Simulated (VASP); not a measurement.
# Tl (Pm-3n) in VASP: single point with PBE

Aim: the single point of Tl with PBE.

Program: VASP 6.6.1. These are calculated values, not measurements. Logs are shortened: lines on timing, memory, paths and dates and some standing lists are left out, and cuts for length are marked.

## 1. The cell of the first run

The structure is cubic, space group Pm-3n (No. 223). Conventional cell: a = 6.344 Å, b = 6.344 Å, c = 6.344 Å, α = 90.00°, β = 90.00°, γ = 90.00°. Within 4.7 Å of Tl (site symmetry m-3) lie 12 Tl at 3.55 Å. Tl (site symmetry -4m2) has 14 Tl at 3.17 to 3.88 Å within 4.2 Å.

## 2. Single point, PBE

The input, INCAR:

```
SYSTEM = Tl
PREC = Accurate
ENCUT = 520
EDIFF = 1E-6
ISMEAR = 0
SIGMA = 0.1
LREAL = .False.
LASPH = .True.
NELM = 80
ALGO = Fast
ISIF = 2
LWAVE = .False.
LCHARG = .False.
GGA = PE
NBANDS = 62
```

The input, KPOINTS:

```
regular mesh
0
Gamma
  6 6 6
  0 0 0
```

The input, POSCAR:

```
Tl
1.0
    6.3437704559      0.0000000000      0.0000000000
    0.0000000000      6.3437704559      0.0000000000
    0.0000000000      0.0000000000      6.3437704559
Tl
8
Direct
    0.5000000000      0.5000000000      0.5000000000
    0.0000000000      0.0000000000      0.0000000000
    0.2500000000      0.0000000000      0.5000000000
    0.5000000000      0.2500000000      0.0000000000
    0.5000000000      0.7500000000      0.0000000000
    0.7500000000      0.0000000000      0.5000000000
    0.0000000000      0.5000000000      0.7500000000
    0.0000000000      0.5000000000      0.2500000000
```

Potentials or basis: VASP PAW PBE potentials, release 64 (Tl_d).

On the command line:

```console
$ cat potpaw_PBE.64/Tl_d/POTCAR > POTCAR
$ mpirun -np 1 vasp_std > vasp.out
```

OUTCAR:

```text
SYSTEM = Tl
   PREC = Accurate
   ENCUT = 520
   EDIFF = 1E-6
   ISMEAR = 0
   LREAL = .False.
   LASPH = .True.
   NELM = 80
   ISIF = 2
   GGA = PE

 ion  position               nearest neighbor table
   1  0.500  0.500  0.500-   3 3.55   4 3.55   5 3.55   6 3.55   7 3.55   8 3.55   4 3.55   5 3.55
                             3 3.55   6 3.55   7 3.55   8 3.55
   2  0.000  0.000  0.000-   3 3.55   4 3.55   5 3.55   6 3.55   7 3.55   8 3.55   3 3.55   6 3.55
                             7 3.55   8 3.55   4 3.55   5 3.55
   3  0.250  0.000  0.500-   6 3.17   6 3.17   1 3.55   2 3.55   1 3.55   2 3.55   8 3.88   5 3.88
                             4 3.88   5 3.88   4 3.88   7 3.88   8 3.88   7 3.88
   4  0.500  0.250  0.000-   5 3.17   5 3.17   1 3.55   1 3.55   2 3.55   2 3.55   8 3.88   3 3.88
                             3 3.88   6 3.88   6 3.88   7 3.88   7 3.88   8 3.88
   5  0.500  0.750  0.000-   4 3.17   4 3.17   1 3.55   1 3.55   2 3.55   2 3.55   8 3.88   3 3.88
                             3 3.88   6 3.88   6 3.88   7 3.88   7 3.88   8 3.88
   6  0.750  0.000  0.500-   3 3.17   3 3.17   1 3.55   2 3.55   1 3.55   2 3.55   8 3.88   4 3.88
                             4 3.88   5 3.88   5 3.88   7 3.88   8 3.88   7 3.88
   7  0.000  0.500  0.750-   8 3.17   8 3.17   1 3.55   2 3.55   2 3.55   1 3.55   3 3.88   4 3.88
                             5 3.88   3 3.88   6 3.88   6 3.88   4 3.88   5 3.88
   8  0.000  0.500  0.250-   7 3.17   7 3.17   1 3.55   2 3.55   2 3.55   1 3.55   3 3.88   4 3.88
                             5 3.88   3 3.88   6 3.88   6 3.88   4 3.88   5 3.88

  LATTYP: Found a simple cubic cell.
 ALAT       =     6.3437704559

  Lattice vectors:

 A1 = (   6.3437704559,   0.0000000000,   0.0000000000)
 A2 = (   0.0000000000,   6.3437704559,   0.0000000000)
 A3 = (   0.0000000000,   0.0000000000,   6.3437704559)

Analysis of symmetry for initial positions (statically):
=====================================================================
 Subroutine PRICEL returns:
 Original cell was already a primitive cell.

 Routine SETGRP: Setting up the symmetry group for a
 simple cubic supercell.

 Subroutine GETGRP returns: Found 48 space group operations
 (whereof 24 operations were pure point group operations)
 out of a pool of 48 trial point group operations.

The static configuration has the point symmetry T_h .
 The point group associated with its full space group is O_h .

Analysis of symmetry for dynamics (positions and initial velocities):
=====================================================================
 Subroutine PRICEL returns:
 Original cell was already a primitive cell.

 Routine SETGRP: Setting up the symmetry group for a
 simple cubic supercell.

 Subroutine GETGRP returns: Found 48 space group operations
 (whereof 24 operations were pure point group operations)
 out of a pool of 48 trial point group operations.

The dynamic configuration has the point symmetry T_h .
 The point group associated with its full space group is O_h .

 Subroutine INISYM returns: Found 48 space group operations
 (whereof 24 operations are pure point group operations),
 and found     1 'primitive' translations

----------------------------------------------------------------------------------------

                                     Primitive cell

  volume of cell :     255.2950

  direct lattice vectors                    reciprocal lattice vectors
     6.343770456  0.000000000  0.000000000     0.157634960  0.000000000  0.000000000
     0.000000000  6.343770456  0.000000000     0.000000000  0.157634960  0.000000000
     0.000000000  0.000000000  6.343770456     0.000000000  0.000000000  0.157634960

  length of vectors
     6.343770456  6.343770456  6.343770456     0.157634960  0.157634960  0.157634960

  position of ions in fractional coordinates (direct lattice)
     0.500000000  0.500000000  0.500000000
     0.000000000  0.000000000  0.000000000
     0.250000000  0.000000000  0.500000000
     0.500000000  0.250000000  0.000000000
     0.500000000  0.750000000  0.000000000
     0.750000000  0.000000000  0.500000000
     0.000000000  0.500000000  0.750000000
     0.000000000  0.500000000  0.250000000

  ion indices of the primitive-cell ions
   primitive index   ion index
                 1           1
                 2           2
                 3           3
                 4           4
                 5           5
                 6           6
                 7           7
                 8           8

----------------------------------------------------------------------------------------

 KPOINTS: regular mesh

Automatic generation of k-mesh.
 Grid dimensions read from file:
 generate k-points for:    6    6    6

 Generating k-lattice:

  Cartesian coordinates                     Fractional coordinates (reciprocal lattice)
     0.026272493  0.000000000  0.000000000     0.166666667  0.000000000  0.000000000
     0.000000000  0.026272493  0.000000000     0.000000000  0.166666667  0.000000000
     0.000000000  0.000000000  0.026272493     0.000000000  0.000000000  0.166666667

  Length of vectors
     0.026272493  0.026272493  0.026272493

  Shift w.r.t. Gamma in fractional coordinates (k-lattice)
     0.000000000  0.000000000  0.000000000

 Subroutine IBZKPT returns following result:
 ===========================================

 Found     20 irreducible k-points:

 Following reciprocal coordinates:
            Coordinates               Weight
  0.000000  0.000000  0.000000      1.000000
  0.166667  0.000000  0.000000      6.000000
  0.333333  0.000000  0.000000      6.000000
  0.500000  0.000000  0.000000      3.000000
  0.166667  0.166667  0.000000     12.000000
  0.333333  0.166667  0.000000     24.000000
[... 12 lines left out ...]
  0.500000  0.500000  0.333333      6.000000
  0.500000  0.500000  0.500000      1.000000
   k-points           NKPTS =     20   k-points in BZ     NKDIM =     20   number of bands    NBANDS=     62
   number of dos      NEDOS =    301   number of ions     NIONS =      8
   total plane-waves  NPLWV = 110592
   dimension x,y,z NGX =    48 NGY =   48 NGZ =   48
   dimension x,y,z NGXF=    96 NGYF=   96 NGZF=   96
   ions per type =               8
   NGX,Y,Z   is equivalent  to a cutoff of  12.58, 12.58, 12.58 a.u.
   NGXF,Y,Z  is equivalent  to a cutoff of  25.16, 25.16, 25.16 a.u.
 SYSTEM =  Tl
   PREC   = accura    normal or accurate (medium, high low for compatibility)
   ISTART =      0    job   : 0-new  1-cont  2-samecut
   ICHARG =      2    charge: 1-file 2-atom 10-const
   ISPIN  =      1    spin polarized calculation?
   LNONCOLLINEAR =      F non collinear calculations
   LSORBIT =      F    spin-orbit coupling
   LASPH  =      T    aspherical Exc in radial PAW
   ENCUT  =  520.0 eV  38.22 Ry    6.18 a.u.  11.80 11.80 11.80*2*pi/ulx,y,z
   NELM   =     80;   NELMIN=  2; NELMDL= -5     # of ELM steps
   EDIFF  = 0.1E-05   stopping-criterion for ELM
   LREAL  =      F    real-space projection
   EDIFFG = 0.1E-04   stopping-criterion for IOM
   NSW    =      0    number of steps for IOM
   IBRION =     -1    ionic relax: 0-MD 1-quasi-New 2-CG
   NFREE  =      0    steps in history (QN), initial steepest desc. (CG)
   ISIF   =      2    stress and relaxation
   ISYM   =      2    0-nonsym 1-usesym 2-fastsym
   POTIM  = 0.5000    time-step for ionic-motion
   TEBEG  =    0.0;   TEEND  =   0.0 temperature during run
   PSTRESS=    0.0 pullay stress
   NELECT =     104.0000    total number of electrons
   NUPDOWN=      -1.0000    fix difference up-down
   EMIN   =  10.00;   EMAX   =-10.00  energy-range for DOS
   EFERMI =   0.00;   METHOD = LEGACY
   ISMEAR =     0;   SIGMA  =   0.10  broadening in eV -4-tet -1-fermi 0-gaus
   EFERMI_NEDOS =   21; number of points for ismear=-14 and -15
   IALGO  =     68    algorithm
   IMIX   =      4    mixing-type and parameters
     AMIX     =   0.40;   BMIX     =  1.00
     AMIX_MAG =   1.60;   BMIX_MAG =  1.00
  volume/ion in A,a.u.               =      31.91       215.35
  Fermi-wavevector in a.u.,A,eV,Ry     =   1.213590  2.293352 20.038654  1.472800
  Thomas-Fermi vector in A             =   2.349037
   LORBIT       =      0    0 simple, 1 ext, 2 COOP (PROOUT), +10 PAW based schemes
   GGA     = PE    functional components
   LHFCALC =     F    Hartree Fock is set to
   AEXX    =    0.0000 exact exchange contribution
   IVDW    =     0    specifies the selected vdW correction
   LEPSILON=     F    determine dielectric tensor
   LRPA    =     F    only Hartree local field effects (RPA)
 non-spin polarized calculation
 RMM-DIIS sequential band-by-band and
 Gauss-broadening in eV      SIGMA  =   0.10
  energy-cutoff  :      520.00
  volume of cell :      255.30
 maximum number of plane-waves:      6931
 NGX is ok and might be reduce to    48
   NGX = 23   NGY = 23   NGZ = 23

 number of electron     104.0000029 magnetization

 Free energy of the ion-electron system (eV)
  ---------------------------------------------------
  ext. energy  EPLUGINS =         0.00000000
  ---------------------------------------------------
  free energy    TOTEN  =       -17.48658236 eV

  energy without entropy =      -17.45136526  energy(sigma->0) =      -17.46897381

 E-fermi :   5.5140     XC(G=0):  -9.6446

 val. band max:        5.4635538938   @ k =   0.5000   0.3333   0.1667
 cond. band min:       5.5184828359   @ k =   0.3333   0.1667   0.0000
 fundamental gap:      0.0549289422
 Fermi energy:         5.5140487313

 k-point     1 :       0.0000    0.0000    0.0000
  band No.  band energies     occupation
      1      -6.4142      2.00000
      2      -6.4142      2.00000
      3      -6.4034      2.00000
      4      -6.1579      2.00000
      5      -6.1579      2.00000
      6      -6.1579      2.00000
[... 54 lines left out ...]
     61       9.7775      0.00000
     62       9.7775      0.00000

 k-point     2 :       0.1667    0.0000    0.0000
  band No.  band energies     occupation
      1      -6.4123      2.00000
      2      -6.4057      2.00000
      3      -6.3502      2.00000
      4      -6.1837      2.00000
      5      -6.1447      2.00000
      6      -6.1447      2.00000
[... 1169 lines left out ...]
      6      -6.0810      2.00000
[... 54 lines left out ...]
     61       9.4032      0.00000
     62       9.4032      0.00000

------------------------ aborting loop because EDIFF is reached ----------------------------------------

  FORCE on cell =-STRESS in cart. coord.  units (eV):
  Direction    XX          YY          ZZ          XY          YZ          ZX
  --------------------------------------------------------------------------------------
  -------------------------------------------------------------------------------------
  Total       -0.0695336     -0.0695336     -0.0695336     -0.0000000      0.0000000      0.0000000
  in kB       -0.4363781     -0.4363781     -0.4363781     -0.0000000      0.0000000      0.0000000
  external PRESSURE =      -0.4363781 kB  Pullay stress =       0.0000000 kB

 VOLUME and BASIS-vectors are now :
 -----------------------------------------------------------------------------
  energy-cutoff  :      520.00
  volume of cell :      255.30
      direct lattice vectors                 reciprocal lattice vectors
     6.343770456  0.000000000  0.000000000     0.157634960  0.000000000  0.000000000
     0.000000000  6.343770456  0.000000000     0.000000000  0.157634960  0.000000000
     0.000000000  0.000000000  6.343770456     0.000000000  0.000000000  0.157634960

 POSITION                                       TOTAL-FORCE (eV/Angst)
 -----------------------------------------------------------------------------------
      3.17189      3.17189      3.17189        -0.000000      0.000000      0.000000
      0.00000      0.00000      0.00000        -0.000000      0.000000      0.000000
      1.58594      0.00000      3.17189         0.000000     -0.000000     -0.000000
      3.17189      1.58594      0.00000        -0.000000     -0.000000      0.000000
      3.17189      4.75783      0.00000         0.000000      0.000000     -0.000000
      4.75783      0.00000      3.17189        -0.000000      0.000000     -0.000000
      0.00000      3.17189      4.75783         0.000000     -0.000000      0.000000
      0.00000      3.17189      1.58594        -0.000000     -0.000000     -0.000000
 -----------------------------------------------------------------------------------
    total drift:                                0.000000     -0.000000      0.000000

  FREE ENERGIE OF THE ION-ELECTRON SYSTEM (eV)
  ---------------------------------------------------
  free  energy   TOTEN  =       -17.4865823578 eV

  energy  without entropy=      -17.4513652626  energy(sigma->0) =      -17.46897381
```

Wall time 6.9 min (1 thread of Intel Xeon 8259CL, shared host); peak memory 0.43 GiB.

What came out:

| Quantity | Value |
| --- | --- |
| Free energy | -17.4866 eV |
| Pressure | 0.0 GPa |
| Band gap on the k mesh | zero (bands 52 and 53 overlap by 2.27 eV) |

Caveat: spin-orbit coupling is left out, which moves the levels of the heavy elements.
